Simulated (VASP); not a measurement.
Input of a VASP 6.6.1 run:

The input INCAR:

```
PREC = Accurate ; ENCUT = 520
EDIFF = 1E-6 ; ISMEAR = 0
SIGMA = 0.1 ; LREAL = F
LASPH = T ; NELM = 100
ALGO = Normal ; ISIF = 2
LWAVE = F ; LCHARG = F
GGA = PE ; NBANDS = 41
```

KPOINTS

```
regular mesh
0
Gamma
  6 6 1
```

File POSCAR:

```
Al5GaP6
1.0
    3.8861607000      0.0000000000      0.0000000000
   -1.9430803000      3.3655139000      0.0000000000
    0.0000000000      0.0000000000     19.1566043000
Al Ga P
5 1 6
Direct
    0.6666667000      0.3333333000      0.1662750000
    0.6666667000      0.3333333000      0.4999280000
    0.6666667000      0.3333333000      0.8331880000
    0.3333333000      0.6666667000      0.9997940000
    0.3333333000      0.6666667000      0.6665820000
    0.3333333000      0.6666667000      0.3335190000
    0.6666667000      0.3333333000      0.2911730000
    0.6666667000      0.3333333000      0.6248470000
    0.6666667000      0.3333333000      0.9580550000
    0.3333333000      0.6666667000      0.1246590000
    0.3333333000      0.6666667000      0.4585220000
    0.3333333000      0.6666667000      0.7914570000
```

Potentials or basis: VASP PAW PBE potentials, release 64 (Al, Ga_d, P).

Launch:

```console
$ cat potpaw_PBE.64/Al/POTCAR potpaw_PBE.64/Ga_d/POTCAR potpaw_PBE.64/P/POTCAR > POTCAR
$ mpirun -np 1 vasp_std > vasp.out
```

Problem. Predict the pressure.

Solution. 0.0 GPa.

Problem. What does it give for the band gap on the k mesh?

Solution. 1.71 eV, indirect (least direct gap 1.90 eV).

Problem. What does it give for the largest force?

Solution. 0.007 eV/Å.

Forces on the atoms (eV/Å):
```
Al   0.000  0.000  0.000
Al   0.000  0.000 -0.002
Al   0.000  0.000  0.002
Al   0.000  0.000 -0.002
Al   0.000  0.000 -0.002
Ga   0.000  0.000 -0.001
P    0.000  0.000 -0.006
P    0.000  0.000  0.001
P    0.000  0.000 -0.001
P    0.000  0.000  0.002
P    0.000  0.000  0.007
P    0.000  0.000  0.003
```

A k mesh can miss the band edges. As with any semilocal functional, this PBE gap is likely too small.
